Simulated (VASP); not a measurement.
A run of VASP 6.6.1 is set up as follows.

File INCAR:

```
PREC     = Accurate       # precision mode
ENCUT    = 520            # plane-wave cutoff, eV
EDIFF    = 1E-6           # SCF threshold, eV
ISMEAR   = 0              # smearing method
SIGMA    = 0.15           # smearing width, eV
LREAL    = False          # projectors in reciprocal space
LASPH    = True           # aspherical terms in the spheres
NELM     = 100            # most SCF steps
ALGO     = Normal         # electronic algorithm
ISIF     = 2              # what is computed and relaxed
LWAVE    = False          # write WAVECAR
LCHARG   = False          # write CHGCAR
GGA      = PS             # functional
NBANDS   = 18             # bands
```

The input KPOINTS:

```
regular mesh
0
Gamma
  15 15 10
```

The input POSCAR:

```
Sc
1.0
    3.1131000000      0.0000000000      0.0000000000
   -1.5565500000      2.6960236845      0.0000000000
    0.0000000000      0.0000000000      5.3365000000
Sc
2
Direct
    0.3333333333      0.6666666667      0.2500000000
    0.6666666667      0.3333333333      0.7500000000
```

Potentials or basis: VASP PAW PBE potentials, release 64 (Sc_sv).

Run with:

```sh
$ cat potpaw_PBE.64/Sc_sv/POTCAR > POTCAR
$ mpirun -np 1 vasp_std > vasp.out
```

Question: Estimate the pressure.

Answer: 3.8 GPa.

Question: Estimate the band gap on the k mesh.

Answer: Zero (bands 11 and 12 overlap by 1.12 eV).

Stress tensor (GPa, compression positive):
```
 6.28  0.00  0.00
 0.00  6.28  0.00
 0.00  0.00 -1.30
```

Caveat: the stress differs along the axes, from -1 to 6 GPa; the PAW data sets were made with another functional, which shifts forces and pressure a little.
